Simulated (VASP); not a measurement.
Set up this calculation in VASP 6.6.1, as the native input.

| Property | Result |
| --- | --- |
| Task | single point |
| Functional | PBE |
| Potentials or basis | VASP PAW PBE potentials, release 64 (S) |
| Cutoff | 520 eV |
| k mesh | 4 × 4 × 4 |
| Occupations | gaussian, width 0.02 eV |
| Spin | no spin polarisation |
| Dipole correction | no |
| Further INCAR settings | LREAL = Auto; ALGO = Normal; EDIFF = 1e-06; NBANDS = 76 |

The structure of S lies in POSCAR:

```
S
1.0
    6.8458426315     -5.5220733992      0.1340859893
    6.8458426315      5.5220733992      0.1340859893
   -2.3612030603      0.0000000000      9.2402852102
S
20
Direct
    0.7545032948      0.9390707632      0.1575117895
    1.0116043991      0.6030180063      0.8092461312
   -0.0116043991      0.3969819937      0.1907538688
    0.2454967052      0.0609292368      0.8424882105
    0.3936866979      0.7618721248      0.5867602638
    0.5278195612      0.6131417106      0.7297782063
    0.9390707632      0.7545032948      0.6575117895
    0.0209505675      0.1186597202      0.7274855500
    0.3969819937     -0.0116043991      0.6907538688
    0.0609292368      0.2454967052      0.3424882105
    0.8813402798      0.9790494325      0.7725144500
    0.6131417106      0.5278195612      0.2297782063
    0.7618721248      0.3936866979      0.0867602638
    0.9790494325      0.8813402798      0.2725144500
    0.6063133021      0.2381278752      0.4132397362
    0.1186597202      0.0209505675      0.2274855500
    0.6030180063      1.0116043991      0.3092461312
    0.3868582894      0.4721804388      0.7702217937
    0.4721804388      0.3868582894      0.2702217937
    0.2381278752      0.6063133021      0.9132397362
```

These files were run (other wordings do the same):

INCAR

```
ALGO = Normal ; EDIFF = 1E-6
ENCUT = 520 ; GGA = PE
ISIF = 2 ; ISMEAR = 0
LASPH = T ; LCHARG = F
LREAL = Auto ; LWAVE = F
NBANDS = 76 ; NELM = 100
PREC = Accurate ; SIGMA = 0.02
```

KPOINTS

```
k-points
0
Gamma
  4 4 4
```

Potentials or basis: VASP PAW PBE potentials, release 64 (S).

Launch:

```bash
$ cat potpaw_PBE.64/S/POTCAR > POTCAR
$ mpirun -np 1 vasp_std > vasp.out
```

It gave:

```yaml
Pressure: -0.4 GPa
Largest_force: 0.118 eV/Å
Band_gap_on_the_k_mesh: 2.23 eV, indirect (least direct gap 2.32 eV)
```

Run time: 18 min on 1 thread of Intel(R) Xeon(R) 6975P-C (Granite Rapids), on a shared host, peak memory 1.1 GiB.
